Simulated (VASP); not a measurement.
# Zr (P6_3/mmc) in VASP: notebook

Runs on Zr. Level: PBE. Tasks: single point.

All numbers are computed with VASP 6.6.1; they aren't measurements. Logs are shortened: lines on timing, memory, paths and dates and some standing lists are left out, and cuts for length are marked.

## (1) The cell of the first run

Symmetry: P6_3/mmc, No. 194, hexagonal system. Conventional cell: a = 2.967 Å, b = 2.967 Å, c = 4.895 Å, α = 90.00°, β = 90.00°, γ = 120.00°. Zr (site symmetry -6m2) has 12 Zr at 2.97 to 2.99 Å within 3.9 Å.

## (2) Single point, PBE

INCAR reads:

```
PREC     = Accurate       # precision mode
ENCUT    = 520            # plane-wave cutoff, eV
EDIFF    = 1E-6           # SCF threshold, eV
ISMEAR   = -1             # smearing method
SIGMA    = 0.05           # smearing width, eV
LREAL    = False          # projectors in reciprocal space
LASPH    = True           # aspherical terms in the spheres
NELM     = 100            # most SCF steps
ALGO     = Normal         # electronic algorithm
ISIF     = 2              # what is computed and relaxed
LWAVE    = False          # write WAVECAR
LCHARG   = False          # write CHGCAR
GGA      = PE             # functional
NBANDS   = 19             # bands
```

KPOINTS reads:

```
Automatic mesh
0
Gamma
  9 9 5
```

POSCAR reads:

```
Zr
1.0
    2.9674885508      0.0000000000      0.0000000000
   -1.4837442754      2.5699204704      0.0000000000
    0.0000000000      0.0000000000      4.8953036863
Zr
2
Direct
    0.6666666667      0.3333333333      0.7500000000
    0.3333333333      0.6666666667      0.2500000000
```

Potentials or basis: VASP PAW PBE potentials, release 64 (Zr_sv).

On the command line:

```bash
cat potpaw_PBE.64/Zr_sv/POTCAR > POTCAR
mpirun -np 1 vasp_std > vasp.out
```

OUTCAR:

```text
PREC = Accurate
   ENCUT = 520
   EDIFF = 1E-6
   ISMEAR = -1
   LREAL = False
   LASPH = True
   NELM = 100
   ISIF = 2
   GGA = PE

 ion  position               nearest neighbor table
   1  0.667  0.333  0.750-   2 2.99   2 2.99   2 2.99   2 2.99   2 2.99   2 2.99
   2  0.333  0.667  0.250-   1 2.99   1 2.99   1 2.99   1 2.99   1 2.99   1 2.99

  LATTYP: Found a hexagonal cell.
 ALAT       =     2.9674885508
 C/A-ratio  =     1.6496453491

  Lattice vectors:

 A1 = (   2.9674885508,   0.0000000000,   0.0000000000)
 A2 = (  -1.4837442754,   2.5699204704,   0.0000000000)
 A3 = (   0.0000000000,   0.0000000000,   4.8953036863)

Analysis of symmetry for initial positions (statically):
=====================================================================
 Subroutine PRICEL returns:
 Original cell was already a primitive cell.

 Routine SETGRP: Setting up the symmetry group for a
 hexagonal supercell.

 Subroutine GETGRP returns: Found 24 space group operations
 (whereof 12 operations were pure point group operations)
 out of a pool of 24 trial point group operations.

The static configuration has the point symmetry D_3d.
 The point group associated with its full space group is D_6h.

Analysis of symmetry for dynamics (positions and initial velocities):
=====================================================================
 Subroutine PRICEL returns:
 Original cell was already a primitive cell.

 Routine SETGRP: Setting up the symmetry group for a
 hexagonal supercell.

 Subroutine GETGRP returns: Found 24 space group operations
 (whereof 12 operations were pure point group operations)
 out of a pool of 24 trial point group operations.

The dynamic configuration has the point symmetry D_3d.
 The point group associated with its full space group is D_6h.

 Subroutine INISYM returns: Found 24 space group operations
 (whereof 12 operations are pure point group operations),
 and found     1 'primitive' translations

----------------------------------------------------------------------------------------

                                     Primitive cell

  volume of cell :      37.3326

  direct lattice vectors                    reciprocal lattice vectors
     2.967488551  0.000000000  0.000000000     0.336985293  0.194558550  0.000000000
    -1.483744275  2.569920470  0.000000000     0.000000000  0.389117100  0.000000000
     0.000000000  0.000000000  4.895303686     0.000000000  0.000000000  0.204277419

  length of vectors
     2.967488551  2.967488551  4.895303686     0.389117100  0.389117100  0.204277419

  position of ions in fractional coordinates (direct lattice)
     0.666666667  0.333333333  0.750000000
     0.333333333  0.666666667  0.250000000

  ion indices of the primitive-cell ions
   primitive index   ion index
                 1           1
                 2           2

----------------------------------------------------------------------------------------

 KPOINTS: Automatic mesh

Automatic generation of k-mesh.
 Grid dimensions read from file:
 generate k-points for:    9    9    5

 Generating k-lattice:

  Cartesian coordinates                     Fractional coordinates (reciprocal lattice)
     0.037442810  0.021617617  0.000000000     0.111111111 -0.000000000  0.000000000
     0.000000000  0.043235233  0.000000000     0.000000000  0.111111111  0.000000000
     0.000000000  0.000000000  0.040855484     0.000000000  0.000000000  0.200000000

  Length of vectors
     0.043235233  0.043235233  0.040855484

  Shift w.r.t. Gamma in fractional coordinates (k-lattice)
     0.000000000  0.000000000  0.000000000

 Subroutine IBZKPT returns following result:
 ===========================================

 Found     36 irreducible k-points:

 Following reciprocal coordinates:
            Coordinates               Weight
  0.000000  0.000000  0.000000      1.000000
  0.111111  0.000000  0.000000      6.000000
  0.222222 -0.000000  0.000000      6.000000
  0.333333 -0.000000  0.000000      6.000000
  0.444444 -0.000000  0.000000      6.000000
  0.111111  0.111111  0.000000      6.000000
[... 16 lines left out ...]
  0.333333  0.222222  0.200000     24.000000
  0.333333  0.333333  0.200000      4.000000
 [... further k-points ...]
   k-points           NKPTS =     36   k-points in BZ     NKDIM =     36   number of bands    NBANDS=     19
   number of dos      NEDOS =    301   number of ions     NIONS =      2
   total plane-waves  NPLWV =  20736
   dimension x,y,z NGX =    24 NGY =   24 NGZ =   36
   dimension x,y,z NGXF=    48 NGYF=   48 NGZF=   72
   ions per type =               2
   NGX,Y,Z   is equivalent  to a cutoff of  13.45, 13.45, 12.23 a.u.
   NGXF,Y,Z  is equivalent  to a cutoff of  26.89, 26.89, 24.45 a.u.
 SYSTEM =  unknown system
   PREC   = accura    normal or accurate (medium, high low for compatibility)
   ISTART =      0    job   : 0-new  1-cont  2-samecut
   ICHARG =      2    charge: 1-file 2-atom 10-const
   ISPIN  =      1    spin polarized calculation?
   LNONCOLLINEAR =      F non collinear calculations
   LSORBIT =      F    spin-orbit coupling
   LASPH  =      T    aspherical Exc in radial PAW
   ENCUT  =  520.0 eV  38.22 Ry    6.18 a.u.   5.52  5.52  9.10*2*pi/ulx,y,z
   NELM   =    100;   NELMIN=  2; NELMDL= -5     # of ELM steps
   EDIFF  = 0.1E-05   stopping-criterion for ELM
   LREAL  =      F    real-space projection
   EDIFFG = 0.1E-04   stopping-criterion for IOM
   NSW    =      0    number of steps for IOM
   IBRION =     -1    ionic relax: 0-MD 1-quasi-New 2-CG
   NFREE  =      0    steps in history (QN), initial steepest desc. (CG)
   ISIF   =      2    stress and relaxation
   ISYM   =      2    0-nonsym 1-usesym 2-fastsym
   POTIM  = 0.5000    time-step for ionic-motion
   TEBEG  =    0.0;   TEEND  =   0.0 temperature during run
   PSTRESS=    0.0 pullay stress
   NELECT =      24.0000    total number of electrons
   NUPDOWN=      -1.0000    fix difference up-down
   EMIN   =  10.00;   EMAX   =-10.00  energy-range for DOS
   EFERMI =   0.00;   METHOD = LEGACY
   ISMEAR =    -1;   SIGMA  =   0.05  broadening in eV -4-tet -1-fermi 0-gaus
   EFERMI_NEDOS =   21; number of points for ismear=-14 and -15
   IALGO  =     38    algorithm
   IMIX   =      4    mixing-type and parameters
     AMIX     =   0.40;   BMIX     =  1.00
     AMIX_MAG =   1.60;   BMIX_MAG =  1.00
  volume/ion in A,a.u.               =      18.67       125.97
  Fermi-wavevector in a.u.,A,eV,Ry     =   1.412914  2.670021 27.161671  1.996327
  Thomas-Fermi vector in A             =   2.534614
   LORBIT       =      0    0 simple, 1 ext, 2 COOP (PROOUT), +10 PAW based schemes
   GGA     = PE    functional components
   LHFCALC =     F    Hartree Fock is set to
   AEXX    =    0.0000 exact exchange contribution
   IVDW    =     0    specifies the selected vdW correction
   LEPSILON=     F    determine dielectric tensor
   LRPA    =     F    only Hartree local field effects (RPA)
 non-spin polarized calculation
  energy-cutoff  :      520.00
  volume of cell :       37.33
 maximum number of plane-waves:      1027
 NGX is ok and might be reduce to    24
   NGX = 11   NGY = 11   NGZ = 19

 number of electron      23.9999999 magnetization

 Free energy of the ion-electron system (eV)
  ---------------------------------------------------
  ext. energy  EPLUGINS =         0.00000000
  ---------------------------------------------------
  free energy    TOTEN  =       -16.29596712 eV

  energy without entropy =      -16.27822389  energy(sigma->0) =      -16.28709550

 E-fermi :  11.6683     XC(G=0): -12.1279

 val. band max:       11.6320372125   @ k =   0.2222   0.2222   0.4000
 cond. band min:      11.6767827030   @ k =   0.2222   0.1111   0.4000
 fundamental gap:      0.0447454905
 Fermi energy:        11.6683095271

 k-point     1 :       0.0000    0.0000    0.0000
  band No.  band energies     occupation
      1     -36.8424      2.00000
      2     -36.5130      2.00000
      3     -15.7914      2.00000
      4     -14.1014      2.00000
      5     -14.1014      2.00000
      6     -13.9385      2.00000
[... 11 lines left out ...]
     18      14.5372      0.00000
     19      17.2817      0.00000

 k-point     2 :       0.1111    0.0000    0.0000
  band No.  band energies     occupation
      1     -36.8072      2.00000
      2     -36.4946      2.00000
      3     -15.7193      2.00000
      4     -14.2888      2.00000
      5     -14.1575      2.00000
      6     -14.0682      2.00000
[... 11 lines left out ...]
     18      14.1398      0.00000
     19      17.5689      0.00000

 k-point     3 :       0.2222   -0.0000    0.0000
  band No.  band energies     occupation
      1     -36.7145      2.00000
      2     -36.4504      2.00000
      3     -15.5195      2.00000
      4     -14.7535      2.00000
      5     -14.5181      2.00000
      6     -14.2904      2.00000
[... 11 lines left out ...]
     18      15.0196      0.00000
     19      18.0036      0.00000

 k-point     4 :       0.3333   -0.0000    0.0000
  band No.  band energies     occupation
      1     -36.5991      2.00000
      2     -36.4073      2.00000
      3     -15.2634      2.00000
      4     -15.2435      2.00000
      5     -14.9897      2.00000
      6     -14.4311      2.00000
[... 11 lines left out ...]
     18      16.7168      0.00000
     19      18.2518      0.00000

 k-point     5 :       0.4444   -0.0000    0.0000
  band No.  band energies     occupation
      1     -36.5110      2.00000
      2     -36.3903      2.00000
      3     -15.5846      2.00000
      4     -15.2807      2.00000
      5     -14.9953      2.00000
      6     -14.5188      2.00000
[... 11 lines left out ...]
     18      18.3557      0.00000
     19      18.4523      0.00000

 k-point     6 :       0.1111    0.1111    0.0000
  band No.  band energies     occupation
      1     -36.7432      2.00000
      2     -36.4633      2.00000
      3     -15.5831      2.00000
      4     -14.5616      2.00000
      5     -14.4621      2.00000
      6     -14.1942      2.00000
[... 11 lines left out ...]
     18      14.7988      0.00000
     19      17.7274      0.00000

 k-point     7 :       0.2222    0.1111    0.0000
  band No.  band energies     occupation
      1     -36.6386      2.00000
      2     -36.4199      2.00000
      3     -15.3429      2.00000
      4     -15.0121      2.00000
      5     -14.8564      2.00000
      6     -14.3907      2.00000
[... 11 lines left out ...]
     18      16.5464      0.00000
     19      17.8866      0.00000

 k-point     8 :       0.3333    0.1111    0.0000
  band No.  band energies     occupation
      1     -36.5340      2.00000
      2     -36.3922      2.00000
      3     -15.4190      2.00000
      4     -15.1552      2.00000
      5     -15.0667      2.00000
      6     -14.5710      2.00000
[... 256 lines left out ...]
 k-point    20 :       0.3333    0.1111    0.2000
  band No.  band energies     occupation
      1     -36.5205      2.00000
      2     -36.4058      2.00000
      3     -15.5117      2.00000
      4     -15.2806      2.00000
      5     -14.8554      2.00000
      6     -14.5425      2.00000
[... 11 lines left out ...]
     18      17.6798      0.00000
     19      18.8923      0.00000

 k-point    21 :       0.4444    0.1111    0.2000
  band No.  band energies     occupation
      1     -36.4749      2.00000
      2     -36.3984      2.00000
      3     -15.6385      2.00000
      4     -15.3868      2.00000
      5     -14.8029      2.00000
      6     -14.5588      2.00000
[... 11 lines left out ...]
     18      18.2425      0.00000
     19      19.5373      0.00000

 k-point    22 :       0.2222    0.2222    0.2000
  band No.  band energies     occupation
      1     -36.5287      2.00000
      2     -36.4075      2.00000
      3     -15.3472      2.00000
      4     -15.2627      2.00000
      5     -14.8040      2.00000
      6     -14.6580      2.00000
[... 11 lines left out ...]
     18      17.7296      0.00000
     19      19.0483      0.00000

 k-point    23 :       0.3333    0.2222    0.2000
  band No.  band energies     occupation
      1     -36.4580      2.00000
      2     -36.3971      2.00000
      3     -15.4533      2.00000
      4     -15.2870      2.00000
      5     -14.9292      2.00000
      6     -14.6609      2.00000
[... 11 lines left out ...]
     18      18.0975      0.00000
     19      20.3470      0.00000

 k-point    24 :       0.3333    0.3333    0.2000
  band No.  band energies     occupation
      1     -36.4134      2.00000
      2     -36.4134      2.00000
      3     -15.2596      2.00000
      4     -15.2065      2.00000
      5     -15.2065      2.00000
      6     -14.8052      2.00000
[... 11 lines left out ...]
     18      17.1339      0.00000
     19      20.4635      0.00000

 [... further k-points ...]
[... 5 lines left out ...]
  --------------------------------------------------------------------------------------
  -------------------------------------------------------------------------------------
  Total        6.9981927      6.9981927      6.9921313      0.0000000      0.0000000      0.0000000
  in kB      300.3364938    300.3364938    300.0763618      0.0000000      0.0000000      0.0000000
  external PRESSURE =     300.2497832 kB  Pullay stress =       0.0000000 kB

 VOLUME and BASIS-vectors are now :
 -----------------------------------------------------------------------------
  energy-cutoff  :      520.00
  volume of cell :       37.33
      direct lattice vectors                 reciprocal lattice vectors
     2.967488551  0.000000000  0.000000000     0.336985293  0.194558550  0.000000000
    -1.483744275  2.569920470  0.000000000     0.000000000  0.389117100  0.000000000
     0.000000000  0.000000000  4.895303686     0.000000000  0.000000000  0.204277419

 POSITION                                       TOTAL-FORCE (eV/Angst)
 -----------------------------------------------------------------------------------
      1.48374      0.85664      3.67148         0.000000     -0.000000      0.000000
     -0.00000      1.71328      1.22383        -0.000000      0.000000      0.000000
 -----------------------------------------------------------------------------------
    total drift:                               -0.000000      0.000000     -0.000000

  FREE ENERGIE OF THE ION-ELECTRON SYSTEM (eV)
  ---------------------------------------------------
  free  energy   TOTEN  =       -16.2959671208 eV

  energy  without entropy=      -16.2782238883  energy(sigma->0) =      -16.28709550
```

It took 10 s on 1 thread of Intel Xeon 6975P-C (Granite Rapids), shared host; peak memory 0.15 GiB.

Results:

| Item | Value |
| --- | --- |
| Free energy | -16.2960 eV |
| Pressure | 30.0 GPa |
| Band gap on the k mesh | zero (bands 12 and 13 overlap by 1.10 eV) |

Levels at points of the mesh, in eV from the Fermi level:
| k point | band 10 | band 11 | band 12 | band 13 | band 14 | band 15 |
| --- | --- | --- | --- | --- | --- | --- |
| (0.00, 0.00, 0.00) | -3.62 | 0.70 | 0.93 | 0.93 | 1.76 | 1.76 |

Caveat: the cell stands under pressure.

(Continued in part 2 of 2.)

The gap in the log of VASP goes by the Fermi energy; the results here count the filled bands.